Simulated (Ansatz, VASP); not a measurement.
## Ga3BSb2: VASP beside Ansatz

```
Ga B Sb
1.0
     3.75235    0.00000    0.00000
    -1.87617    3.24963    0.00000
     0.00000    0.00000   10.77357
Ga B Sb
3 1 2
Cartesian
  1.8762 1.0832 0.8694
  1.8762 1.0832 4.6793
  0.0000 0.0000 6.3345
  0.0000 0.0000 8.4206
  0.0000 2.1664 9.1599
  0.0000 2.1664 2.8570
```

Change from the starting cell: species swapped into the Y2Ga3Ni type (P3m1, No. 156).

Alike in both runs: functional PBE; k mesh 12 × 12 × 4; occupations gaussian, width 0.1 eV; no spin polarisation.

Ansatz relaxed the structure, and its values are those at the end. VASP's run is a single point on that final structure, the one shown.

|  | VASP | Ansatz |
| --- | --- | --- |
| version | VASP 6.6.1 | Ansatz 0.2.0 |
| potentials or method | VASP PAW PBE potentials, release 64 (Ga_d, B, Sb), cutoff 520 eV | scalar-relativistic, plane waves, PAW |
| valence electrons in the cell | 52 | 72 |

|  | VASP | Ansatz | Ansatz less VASP |
| --- | --- | --- | --- |
| gap on the k mesh at the Fermi level (eV) | none | none | - |
| pressure (GPa) | 0.1 | 0.0 | -0.12 |
| rms of the force components (eV/Å) | 0.012 | 0.001 | -0.0110 |

A gap of «none» marks a metal or a gap that the smearing closes. VASP's potentials hold 52 valence electrons a cell and Ansatz's 72, so a difference there can come from the potentials and not from the codes.

Neither program's run includes spin-orbit coupling.
